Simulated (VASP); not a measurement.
Wanted: the native input for a VASP 6.6.1 run.

```
Task                   : single point
Functional             : PBE
Potentials or basis    : VASP PAW PBE potentials, release 64 (P, Ga_d, Sb)
Cutoff                 : 520 eV
k mesh                 : 6 × 6 × 4
Occupations            : fermi-dirac, width 0.02 eV
Spin                   : no spin polarisation
Dipole correction      : no
Further INCAR settings : ALGO = Normal; EDIFF = 1e-06; NBANDS = 26
```

The structure of Ga2SbP lies in POSCAR:

```
Ga2SbP
1.0
    4.0926218737      0.0000000000      0.0000000000
    0.0000000000      4.0926218737      0.0000000000
    0.0000000000      0.0000000000      5.8034925800
P Ga Sb
1 2 1
Direct
    0.0000000000      0.0000000000      0.0000000000
    0.0000000000      0.5000000000      0.7759653733
    0.5000000000      0.0000000000      0.2240346267
    0.5000000000      0.5000000000      0.5000000000
```

These files were run (other wordings do the same):

INCAR

```
PREC     = Accurate       # precision mode
ENCUT    = 520            # plane-wave cutoff, eV
EDIFF    = 1E-6           # SCF threshold, eV
ISMEAR   = -1             # smearing method
SIGMA    = 0.02           # smearing width, eV
LREAL    = False          # projectors in reciprocal space
LASPH    = True           # aspherical terms in the spheres
NELM     = 60             # most SCF steps
ALGO     = Normal         # electronic algorithm
ISIF     = 2              # what is computed and relaxed
LWAVE    = False          # write WAVECAR
LCHARG   = False          # write CHGCAR
GGA      = PE             # functional
NBANDS   = 26             # bands
```

KPOINTS

```
regular mesh
0
Gamma
  6 6 4
```

Potentials or basis: VASP PAW PBE potentials, release 64 (P, Ga_d, Sb).

The run is started by

```console
$ cat potpaw_PBE.64/P/POTCAR potpaw_PBE.64/Ga_d/POTCAR potpaw_PBE.64/Sb/POTCAR > POTCAR
$ mpirun -np 1 vasp_std > vasp.out
```

It gave:

```yaml
Pressure: 2.2 GPa
Largest_force: 0.070 eV/Å
Band_gap_on_the_k_mesh: 0.14 eV
```

Caveat: semilocal functionals underestimate gaps, and a narrow one can read as zero; spin-orbit coupling is left out, which moves the levels of the heavy elements.

Run time: 28 s on 1 thread of Intel(R) Xeon(R) 6975P-C (Granite Rapids), on a shared host, peak memory 0.24 GiB.
